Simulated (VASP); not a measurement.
Be3Pd2S, 6 atoms in the cell. Symmetry: R-3m, No. 166, trigonal system. The conventional cell has a = 4.754 Å, b = 4.754 Å, c = 12.763 Å, α = 90.00°, β = 90.00°, γ = 120.00°. Within 3.0 Å of Be (site symmetry 2/m) lie 2 Pd at 2.29 Å and 4 Be at 2.38 Å and 2 S at 2.38 Å. Pd (site symmetry 3m) has 3 Be at 2.29 Å and 1 S at 2.42 Å and 3 Pd at 2.81 Å within 3.0 Å. Within 3.1 Å of S (site symmetry -3m) lie 6 Be at 2.38 Å and 2 Pd at 2.42 Å. The cell was generated, and may not be a known phase.

| Property | Result |
| --- | --- |
| Program | VASP 6.6.1 |
| Task | single point |
| Functional | PBE |
| Potentials or basis | VASP PAW PBE potentials, release 64 (Be, Pd, S) |
| Cutoff | 520 eV |
| k mesh | 6 × 6 × 6 |
| Occupations | gaussian, width 0.1 eV |
| Spin | collinear spin |
| Starting moments | [0.0, 0.0, 0.0, 1.0, 1.0, 0.0] μB |
| Dipole correction | no |
| Further INCAR settings | ALGO = Normal; EDIFF = 1e-06; NBANDS = 29 |

Potentials or basis: VASP PAW PBE potentials, release 64 (Be, Pd, S).

The run is started by

```bash
$ cat potpaw_PBE.64/Be/POTCAR potpaw_PBE.64/Pd/POTCAR potpaw_PBE.64/S/POTCAR > POTCAR
$ mpirun -np 1 vasp_std > vasp.out
```

Hardware: 1 thread of AMD EPYC 9R45 96-Core Processor (Zen 5), on a shared host.

Problem. Estimate the wall time of this run.

Solution. Wall time 110 s on 1 thread of AMD EPYC 9R45 96-Core Processor (Zen 5), with other jobs on the host, peak memory 0.32 GiB. Counts: scf iterations 14, k points 32.
